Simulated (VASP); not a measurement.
Input of a VASP 6.6.1 run:

INCAR

```
ALGO     = Normal         # electronic algorithm
DIPOL    = 0.5 0.5 0.287
EDIFF    = 1E-7           # SCF threshold, eV
ENCUT    = 520            # plane-wave cutoff, eV
GGA      = PE             # functional
IDIPOL   = 3            
ISIF     = 2              # what is computed and relaxed
ISMEAR   = 0              # smearing method
LASPH    = T              # aspherical terms in the spheres
LCHARG   = F              # write CHGCAR
LDIPOL   = T            
LREAL    = F              # projectors in reciprocal space
LWAVE    = F              # write WAVECAR
NBANDS   = 74             # bands
NELM     = 60             # most SCF steps
PREC     = Accurate       # precision mode
SIGMA    = 0.1            # smearing width, eV
```

Contents of KPOINTS:

```
k-points
0
Gamma
  5 5 1
```

Contents of POSCAR:

```
HPt6
1.0
    5.6143281343      0.0000000000      0.0000000000
    0.0000000000      5.6143281343      0.0000000000
    0.0000000000      0.0000000000     21.8513792319
Pt H
12 2
Direct
    0.2500000000      0.2500000000      0.1830548066
    0.2500000000      0.7500000000      0.1830548066
    0.7500000000      0.2500000000      0.1830548066
    0.7500000000      0.7500000000      0.1830548066
    0.0000000000      0.0000000000      0.2712126041
    0.0000000000      0.5000000000      0.2712126041
    0.5000000000      0.0000000000      0.2712126041
    0.5000000000      0.5000000000      0.2712126041
    0.2500000000      0.2500000000      0.3593081768
    0.2500000000      0.7500000000      0.3593081768
    0.7500000000      0.2500000000      0.3593081768
    0.7500000000      0.7500000000      0.3593081768
   -0.2360033059      0.0000000000      0.3799018425
    0.2360033059      0.0000000000      0.3799018425
```

Potentials or basis: VASP PAW PBE potentials, release 64 (Pt, H).

Launch:

```console
$ cat potpaw_PBE.64/Pt/POTCAR potpaw_PBE.64/H/POTCAR > POTCAR
$ mpirun -np 1 vasp_std > vasp.out
```

Estimate the band gap on the k mesh.

zero (bands 61 and 62 overlap by 0.27 eV).

What does it give for the largest force?

4.685 eV/Å.

Forces on the atoms (eV/Å):
```
Pt  -0.009  0.104 -0.026
Pt  -0.009 -0.104 -0.026
Pt   0.009  0.104 -0.026
Pt   0.009 -0.104 -0.026
Pt   0.000  0.000 -0.862
Pt   0.000  0.000 -0.276
Pt   0.000  0.000 -0.778
Pt   0.000  0.000 -0.263
Pt   0.243  4.537 -1.142
Pt   0.243 -4.537 -1.142
Pt  -0.243  4.537 -1.142
Pt  -0.243 -4.537 -1.142
H    0.437  0.000  3.426
H   -0.437  0.000  3.426
```

Caveat: spin-orbit coupling is left out, which moves the levels of the heavy elements.
